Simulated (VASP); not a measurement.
A run of VASP 6.6.1 is set up as follows.

POSCAR

```
PbS
1.0
    0.0000000000      3.3848223321      3.3848223321
    3.3848223321      0.0000000000      3.3848223321
    3.3848223321      3.3848223321      0.0000000000
Pb S
1 1
Direct
    0.0000000000      0.0000000000      0.0000000000
    0.2500000000      0.2500000000      0.2500000000
```

The input INCAR.step1:

```
SYSTEM = PbS
  PREC = Accurate
  ENCUT = 520
  ISMEAR = 0
  SIGMA = 0.01
  LREAL = .FALSE.
  LASPH = .TRUE.
  NELM = 100
  NBANDS = 17
  GGA = PE
  ALGO = Normal
  EDIFF = 1E-4
  LWAVE = .TRUE.
  LCHARG = .FALSE.
```

The input INCAR.step2:

```
SYSTEM = PbS
  PREC = Accurate
  ENCUT = 520
  EDIFF = 1E-7
  ISMEAR = 0
  SIGMA = 0.01
  LREAL = .FALSE.
  LASPH = .TRUE.
  NELM = 100
  ALGO = Normal
  ISIF = 2
  LWAVE = .FALSE.
  LCHARG = .FALSE.
  METAGGA = R2SCAN
  LMIXTAU = .TRUE.
  NBANDS = 17
  ISTART = 1
```

KPOINTS

```
Automatic mesh
0
G
  6 6 6
  0 0 0
```

Potentials or basis: VASP PAW PBE potentials, release 64 (Pb_d, S).

Launch:

```sh
$ cat potpaw_PBE.64/Pb_d/POTCAR potpaw_PBE.64/S/POTCAR > POTCAR
$ cp INCAR.step1 INCAR
$ mpirun -np 1 vasp_std > vasp.out
$ cp INCAR.step2 INCAR
$ mpirun -np 1 vasp_std > vasp.out
```

Task: Predict the pressure.

Result: -2.5 GPa.

Task: Estimate the band gap on the k mesh.

Result: 1.22 eV, indirect (least direct gap 1.54 eV).

Caveat: the cell differs from its parent crystal (strain +2.5%); the PAW data sets were made with another functional, which shifts forces and pressure a little; spin-orbit coupling is left out, which moves the levels of the heavy elements. A k mesh can miss the band edges.
